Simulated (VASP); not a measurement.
# Ca (P6_3/mmc) in VASP: a series of runs

Ca is run at these levels: PBEsol; tasks: single point, relaxation of cell and atoms.

Program: VASP 6.6.1. These are calculated values, not measurements. Logs are shortened: lines on timing, memory, paths and dates and some standing lists are left out, and cuts for length are marked.

## 1. The cell of the first run

Symmetry: P6_3/mmc, No. 194, hexagonal system. Conventional cell: a = 3.853 Å, b = 3.853 Å, c = 6.339 Å, α = 90.00°, β = 90.00°, γ = 120.00°. Within 5.1 Å of Ca (site symmetry -6m2) lie 12 Ca at 3.85 to 3.87 Å.

This isn't the form of Ca at room conditions, which is fcc.

## 2. Single point, PBEsol

INCAR reads:

```
SYSTEM = Ca
ALGO = Normal
EDIFF = 1E-6
ENCUT = 520
GGA = PS
ISIF = 2
ISMEAR = 0
LASPH = .True.
LCHARG = .False.
LREAL = .False.
LWAVE = .False.
NBANDS = 17
NELM = 80
PREC = Accurate
SIGMA = 0.1
```

KPOINTS reads:

```
k-points
0
Gamma
  12 12 8
  0 0 0
```

POSCAR reads:

```
Ca
1.0
    3.8526001104      0.0000000000      0.0000000000
   -1.9263000552      3.3364495663      0.0000000000
    0.0000000000      0.0000000000      6.3391082117
Ca
2
Direct
    0.3333333333      0.6666666667      0.2500000000
    0.6666666667      0.3333333333      0.7500000000
```

Potentials or basis: VASP PAW PBE potentials, release 64 (Ca_sv).

Launch:

```console
$ cat potpaw_PBE.64/Ca_sv/POTCAR > POTCAR
$ mpirun -np 1 vasp_std > vasp.out
```

OUTCAR:

```text
SYSTEM = Ca
   EDIFF = 1E-6
   ENCUT = 520
   GGA = PS
   ISIF = 2
   ISMEAR = 0
   LASPH = .True.
   LREAL = .False.
   NELM = 80
   PREC = Accurate

 ion  position               nearest neighbor table
   1  0.333  0.667  0.250-
   2  0.667  0.333  0.750-

  LATTYP: Found a hexagonal cell.
 ALAT       =     3.8526001104
 C/A-ratio  =     1.6454103800

  Lattice vectors:

 A1 = (   3.8526001104,   0.0000000000,   0.0000000000)
 A2 = (  -1.9263000552,   3.3364495663,   0.0000000000)
 A3 = (   0.0000000000,   0.0000000000,   6.3391082117)

Analysis of symmetry for initial positions (statically):
=====================================================================
 Subroutine PRICEL returns:
 Original cell was already a primitive cell.

 Routine SETGRP: Setting up the symmetry group for a
 hexagonal supercell.

 Subroutine GETGRP returns: Found 24 space group operations
 (whereof 12 operations were pure point group operations)
 out of a pool of 24 trial point group operations.

The static configuration has the point symmetry D_3d.
 The point group associated with its full space group is D_6h.

Analysis of symmetry for dynamics (positions and initial velocities):
=====================================================================
 Subroutine PRICEL returns:
 Original cell was already a primitive cell.

 Routine SETGRP: Setting up the symmetry group for a
 hexagonal supercell.

 Subroutine GETGRP returns: Found 24 space group operations
 (whereof 12 operations were pure point group operations)
 out of a pool of 24 trial point group operations.

The dynamic configuration has the point symmetry D_3d.
 The point group associated with its full space group is D_6h.

 Subroutine INISYM returns: Found 24 space group operations
 (whereof 12 operations are pure point group operations),
 and found     1 'primitive' translations

----------------------------------------------------------------------------------------

                                     Primitive cell

  volume of cell :      81.4829

  direct lattice vectors                    reciprocal lattice vectors
     3.852600110  0.000000000  0.000000000     0.259564962  0.149859900  0.000000000
    -1.926300055  3.336449566  0.000000000     0.000000000  0.299719801  0.000000000
     0.000000000  0.000000000  6.339108212     0.000000000  0.000000000  0.157750896

  length of vectors
     3.852600110  3.852600110  6.339108212     0.299719801  0.299719801  0.157750896

  position of ions in fractional coordinates (direct lattice)
     0.333333333  0.666666667  0.250000000
     0.666666667  0.333333333  0.750000000

  ion indices of the primitive-cell ions
   primitive index   ion index
                 1           1
                 2           2

----------------------------------------------------------------------------------------

 KPOINTS: k-points

Automatic generation of k-mesh.
 Grid dimensions read from file:
 generate k-points for:   12   12    8

 Generating k-lattice:

  Cartesian coordinates                     Fractional coordinates (reciprocal lattice)
     0.021630413  0.012488325  0.000000000     0.083333333  0.000000000  0.000000000
     0.000000000  0.024976650  0.000000000     0.000000000  0.083333333  0.000000000
     0.000000000  0.000000000  0.019718862     0.000000000  0.000000000  0.125000000

  Length of vectors
     0.024976650  0.024976650  0.019718862

  Shift w.r.t. Gamma in fractional coordinates (k-lattice)
     0.000000000  0.000000000  0.000000000

 Subroutine IBZKPT returns following result:
 ===========================================

 Found     95 irreducible k-points:

 Following reciprocal coordinates:
            Coordinates               Weight
  0.000000  0.000000  0.000000      1.000000
  0.083333  0.000000  0.000000      6.000000
  0.166667  0.000000  0.000000      6.000000
  0.250000  0.000000  0.000000      6.000000
  0.333333  0.000000  0.000000      6.000000
  0.416667 -0.000000  0.000000      6.000000
[... 16 lines left out ...]
  0.250000  0.000000  0.125000     12.000000
  0.333333  0.000000  0.125000     12.000000
 [... further k-points ...]
   k-points           NKPTS =     95   k-points in BZ     NKDIM =     95   number of bands    NBANDS=     17
   number of dos      NEDOS =    301   number of ions     NIONS =      2
   total plane-waves  NPLWV =  43200
   dimension x,y,z NGX =    30 NGY =   30 NGZ =   48
   dimension x,y,z NGXF=    60 NGYF=   60 NGZF=   96
   ions per type =               2
   NGX,Y,Z   is equivalent  to a cutoff of  12.95, 12.95, 12.59 a.u.
   NGXF,Y,Z  is equivalent  to a cutoff of  25.89, 25.89, 25.18 a.u.
 SYSTEM =  Ca
   PREC   = accura    normal or accurate (medium, high low for compatibility)
   ISTART =      0    job   : 0-new  1-cont  2-samecut
   ICHARG =      2    charge: 1-file 2-atom 10-const
   ISPIN  =      1    spin polarized calculation?
   LNONCOLLINEAR =      F non collinear calculations
   LSORBIT =      F    spin-orbit coupling
   LASPH  =      T    aspherical Exc in radial PAW
   ENCUT  =  520.0 eV  38.22 Ry    6.18 a.u.   7.16  7.16 11.79*2*pi/ulx,y,z
   NELM   =     80;   NELMIN=  2; NELMDL= -5     # of ELM steps
   EDIFF  = 0.1E-05   stopping-criterion for ELM
   LREAL  =      F    real-space projection
   EDIFFG = 0.1E-04   stopping-criterion for IOM
   NSW    =      0    number of steps for IOM
   IBRION =     -1    ionic relax: 0-MD 1-quasi-New 2-CG
   NFREE  =      0    steps in history (QN), initial steepest desc. (CG)
   ISIF   =      2    stress and relaxation
   ISYM   =      2    0-nonsym 1-usesym 2-fastsym
   POTIM  = 0.5000    time-step for ionic-motion
   TEBEG  =    0.0;   TEEND  =   0.0 temperature during run
   PSTRESS=    0.0 pullay stress
   NELECT =      20.0000    total number of electrons
   NUPDOWN=      -1.0000    fix difference up-down
   EMIN   =  10.00;   EMAX   =-10.00  energy-range for DOS
   EFERMI =   0.00;   METHOD = LEGACY
   ISMEAR =     0;   SIGMA  =   0.10  broadening in eV -4-tet -1-fermi 0-gaus
   EFERMI_NEDOS =   21; number of points for ismear=-14 and -15
   IALGO  =     38    algorithm
   IMIX   =      4    mixing-type and parameters
     AMIX     =   0.40;   BMIX     =  1.00
     AMIX_MAG =   1.60;   BMIX_MAG =  1.00
  volume/ion in A,a.u.               =      40.74       274.94
  Fermi-wavevector in a.u.,A,eV,Ry     =   1.025013  1.936993 14.294977  1.050651
  Thomas-Fermi vector in A             =   2.158830
   LORBIT       =      0    0 simple, 1 ext, 2 COOP (PROOUT), +10 PAW based schemes
   GGA     = PS    functional components
   LHFCALC =     F    Hartree Fock is set to
   AEXX    =    0.0000 exact exchange contribution
   IVDW    =     0    specifies the selected vdW correction
   LEPSILON=     F    determine dielectric tensor
   LRPA    =     F    only Hartree local field effects (RPA)
 non-spin polarized calculation
 Gauss-broadening in eV      SIGMA  =   0.10
  energy-cutoff  :      520.00
  volume of cell :       81.48
 maximum number of plane-waves:      2220
 NGX is ok and might be reduce to    30
   NGX = 15   NGY = 15   NGZ = 23

 number of electron      20.0000000 magnetization

 Free energy of the ion-electron system (eV)
  ---------------------------------------------------
  ext. energy  EPLUGINS =         0.00000000
  ---------------------------------------------------
  free energy    TOTEN  =        -4.26589530 eV

  energy without entropy =       -4.25645087  energy(sigma->0) =       -4.26117309

 E-fermi :   2.0927     XC(G=0):  -7.9221

 val. band max:        2.0924244754   @ k =   0.2500   0.0833   0.0000
 cond. band min:       2.1526100083   @ k =   0.0000   0.0000   0.1250
 fundamental gap:      0.0601855330
 Fermi energy:         2.0927308556

 k-point     1 :       0.0000    0.0000    0.0000
  band No.  band energies     occupation
      1     -39.7183      2.00000
      2     -39.7024      2.00000
      3     -20.8586      2.00000
      4     -20.7293      2.00000
      5     -20.7293      2.00000
      6     -20.7082      2.00000
[... 9 lines left out ...]
     16       4.7143      0.00000
     17       5.1450      0.00000

 k-point     2 :       0.0833    0.0000    0.0000
  band No.  band energies     occupation
      1     -39.7173      2.00000
      2     -39.7019      2.00000
      3     -20.8550      2.00000
      4     -20.7377      2.00000
      5     -20.7319      2.00000
      6     -20.7168      2.00000
[... 9 lines left out ...]
     16       4.7949      0.00000
     17       5.0397      0.00000

 k-point     3 :       0.1667    0.0000    0.0000
  band No.  band energies     occupation
      1     -39.7145      2.00000
      2     -39.7005      2.00000
      3     -20.8449      2.00000
      4     -20.7606      2.00000
      5     -20.7402      2.00000
      6     -20.7389      2.00000
[... 9 lines left out ...]
     16       4.7589      0.00000
     17       4.8798      0.00000

 k-point     4 :       0.2500    0.0000    0.0000
  band No.  band energies     occupation
      1     -39.7106      2.00000
      2     -39.6988      2.00000
      3     -20.8297      2.00000
      4     -20.7921      2.00000
      5     -20.7714      2.00000
      6     -20.7482      2.00000
[... 9 lines left out ...]
     16       5.0397      0.00000
     17       5.1017      0.00000
[... 343 lines left out ...]
      1     -39.7140      2.00000
      2     -39.7011      2.00000
      3     -20.8405      2.00000
      4     -20.7590      2.00000
      5     -20.7431      2.00000
      6     -20.7380      2.00000
[... 9 lines left out ...]
     16       4.8855      0.00000
     17       5.0378      0.00000

 k-point    23 :       0.2500    0.0000    0.1250
  band No.  band energies     occupation
      1     -39.7102      2.00000
      2     -39.6992      2.00000
      3     -20.8288      2.00000
      4     -20.7883      2.00000
      5     -20.7740      2.00000
      6     -20.7471      2.00000
[... 9 lines left out ...]
     16       5.1101      0.00000
     17       5.1673      0.00000

 k-point    24 :       0.3333    0.0000    0.1250
  band No.  band energies     occupation
      1     -39.7061      2.00000
      2     -39.6976      2.00000
      3     -20.8313      2.00000
      4     -20.8076      2.00000
      5     -20.7979      2.00000
      6     -20.7561      2.00000
[... 9 lines left out ...]
     16       5.4262      0.00000
     17       5.5631      0.00000

 [... further k-points ...]

------------------------ aborting loop because EDIFF is reached ----------------------------------------

  FORCE on cell =-STRESS in cart. coord.  units (eV):
  Direction    XX          YY          ZZ          XY          YZ          ZX
  --------------------------------------------------------------------------------------
  -------------------------------------------------------------------------------------
  Total        0.0036071      0.0036071      0.0115974      0.0000000      0.0000000      0.0000000
  in kB        0.0709246      0.0709246      0.2280359      0.0000000      0.0000000      0.0000000
  external PRESSURE =       0.1232951 kB  Pullay stress =       0.0000000 kB

 VOLUME and BASIS-vectors are now :
 -----------------------------------------------------------------------------
  energy-cutoff  :      520.00
  volume of cell :       81.48
      direct lattice vectors                 reciprocal lattice vectors
     3.852600110  0.000000000  0.000000000     0.259564962  0.149859900  0.000000000
    -1.926300055  3.336449566  0.000000000     0.000000000  0.299719801  0.000000000
     0.000000000  0.000000000  6.339108212     0.000000000  0.000000000  0.157750896

 POSITION                                       TOTAL-FORCE (eV/Angst)
 -----------------------------------------------------------------------------------
     -0.00000      2.22430      1.58478        -0.000000      0.000000      0.000000
      1.92630      1.11215      4.75433         0.000000     -0.000000     -0.000000
 -----------------------------------------------------------------------------------
    total drift:                               -0.000000      0.000000     -0.000000

  FREE ENERGIE OF THE ION-ELECTRON SYSTEM (eV)
  ---------------------------------------------------
  free  energy   TOTEN  =        -4.2658952979 eV

  energy  without entropy=       -4.2564508731  energy(sigma->0) =       -4.26117309
```

Run time: 2.4 min. Hardware: 1 thread of Oxide Virtual Turin-like, shared host; peak memory 0.23 GiB.

Results:

* Free energy: -4.2659 eV
* Pressure: 0.0 GPa
* Band gap on the k mesh: zero (bands 10 and 11 overlap by 0.46 eV)

Levels at points of the mesh, in eV from the Fermi level:
| k point | band 6 | band 7 | band 8 | band 9 | band 10 | band 11 | band 12 | band 13 | band 14 | band 15 |
| --- | --- | --- | --- | --- | --- | --- | --- | --- | --- | --- |
| (0.00, 0.00, 0.00) | -22.80 | -22.80 | -22.79 | -4.16 | -1.11 | -0.22 | 2.26 | 2.30 | 2.30 | 2.62 |
| (0.50, 0.00, 0.00) | -22.86 | -22.83 | -22.82 | -1.16 | -0.71 | 0.16 | 0.33 | 1.37 | 1.92 | 2.23 |
| (0.00, 0.00, 0.50) | -22.81 | -22.81 | -22.81 | -3.12 | -3.12 | 1.36 | 1.36 | 2.30 | 2.30 | 2.30 |
| (0.50, 0.00, 0.50) | -22.84 | -22.84 | -22.84 | -0.75 | -0.75 | 0.11 | 0.11 | 1.43 | 1.43 | 2.92 |

Caveat: the PAW data sets were made with another functional, which shifts forces and pressure a little.

## 3. Relaxation of cell and atoms, PBEsol

INCAR reads:

```
ALGO = Fast
EDIFF = 1E-6
EDIFFG = -0.01
ENCUT = 600
GGA = PS
IBRION = 2
ISIF = 3
ISMEAR = 0
LASPH = True
LCHARG = False
LREAL = False
LWAVE = False
NELM = 80
NSW = 80
PREC = Accurate
SIGMA = 0.1
```

KPOINTS reads:

```
k-points
0
Gamma
  12 12 8
```

POSCAR reads:

```
Ca
1.0
    3.8269920035      0.0000000000      0.0000000000
   -1.9134960017      3.3142722951      0.0000000000
    0.0000000000      0.0000000000      6.4157773592
Ca
2
Direct
    0.3333333333      0.6666666667      0.2500000000
    0.6666666667      0.3333333333      0.7500000000
```

Potentials or basis: VASP PAW PBE potentials, release 64 (Ca_sv).

Launch:

```console
$ cat potpaw_PBE.64/Ca_sv/POTCAR > POTCAR
$ mpirun -np 1 vasp_std > vasp.out
```

It took 6.6 min on 1 thread of Oxide Virtual Turin-like, shared host; peak memory 0.28 GiB.

The run converged. Its results:

| Quantity | Value |
| --- | --- |
| Free energy | -4.2662 eV |
| Relaxed volume | 40.83 Å³/atom |
| Relaxed cell | a = 3.854 Å, b = 3.854 Å, c = 6.349 Å, α = 90.00°, β = 90.00°, γ = 120.00° |
| Space group after relaxing (to 0.1 Å) | P6_3/mmc (No. 194) |
| Energy gained by relaxing | 1.0 meV/atom |
| Ionic steps | 3 |
| Pressure after relaxing | 0.0 GPa |
| Band gap on the k mesh | zero (bands 10 and 11 overlap by 0.47 eV) |

Step by step:
```tsv
step	energy change (eV)	largest force (eV/Å)	pressure (GPa)	volume (Å³)
1	0.0000	0.0000	0.04	81.38
2	-0.0014	0.0000	0.02	81.50
3	-0.0020	0.0000	0.00	81.65
```

Final structure:
```cif
data_structure
_symmetry_space_group_name_H-M 'P 1'
_symmetry_Int_Tables_number 1
_cell_length_a 3.8535
_cell_length_b 3.8535
_cell_length_c 6.3494
_cell_angle_alpha 90.000
_cell_angle_beta 90.000
_cell_angle_gamma 120.000
_cell_volume 81.65
loop_
_atom_site_label
_atom_site_type_symbol
_atom_site_fract_x
_atom_site_fract_y
_atom_site_fract_z
_atom_site_occupancy
Ca1 Ca 0.33333 0.66667 0.25000 1
Ca2 Ca 0.66667 0.33333 0.75000 1
```

Levels at points of the mesh, in eV from the Fermi level:
```
           k point  band 8  band 9  band 10  band 11  band 12  band 13
(0.00, 0.00, 0.00)  -22.80   -4.16    -1.12    -0.23     2.26     2.30
(0.50, 0.00, 0.00)  -22.83   -1.15    -0.71     0.16     0.33     1.36
(0.00, 0.00, 0.50)  -22.82   -3.12    -3.12     1.35     1.35     2.30
(0.50, 0.00, 0.50)  -22.84   -0.74    -0.74     0.11     0.11     1.43
```

Caveat: the PAW data sets were made with another functional, which shifts forces and pressure a little.

The gap in the log of VASP goes by the Fermi energy; the results here count the filled bands.